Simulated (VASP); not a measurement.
Si: single point with LDA

Si:

```
Si
1.0
     2.64740    0.00000    0.00000
    -1.32370    2.29271    0.00000
     0.00000    0.00000    8.78387
Si
4
Direct
  0.00000 0.00000 0.00000
  0.00000 0.00000 0.50000
  0.33333 0.66667 0.25000
  0.66667 0.33333 0.75000
```

This cell differs from its parent crystal: volume scaled by 0.96.

| Quantity | Value |
| --- | --- |
| Program | VASP 6.6.1 |
| Task | single point |
| Functional | LDA |
| Potentials or basis | VASP PAW LDA potentials, release 64 (Si) |
| Cutoff | 520 eV |
| k mesh | 15 × 15 × 4 |
| Occupations | fermi-dirac, width 0.1 eV |
| Spin | no spin polarisation |

```
Pressure               : 4.1 GPa
Band gap on the k mesh : zero (band 8 reaches 20.42 eV, above the bottom of band 9 at 7.23 eV)
```

Stress tensor (GPa, compression positive):
```
3.11 0.00 0.00
0.00 3.11 0.00
0.00 0.00 6.01
```

Levels at points of the mesh, in eV from the Fermi level:
| k point | band 4 | band 5 | band 6 | band 7 | band 8 | band 9 | band 10 | band 11 | band 12 | band 13 |
| --- | --- | --- | --- | --- | --- | --- | --- | --- | --- | --- |
| (0.00, 0.00, 0.00) | -8.07 | -7.51 | 1.04 | 1.04 | 9.10 | 9.10 | 9.62 | 9.62 | 10.48 | 10.48 |
| (0.00, 0.00, 0.50) | -10.99 | -3.75 | -3.75 | 6.42 | 6.42 | 9.38 | 9.38 | 9.38 | 9.38 | 10.44 |

Run time: 27 s on 1 thread of Intel(R) Xeon(R) Platinum 8559C (Emerald Rapids), with other jobs on the host, peak memory 0.17 GiB.
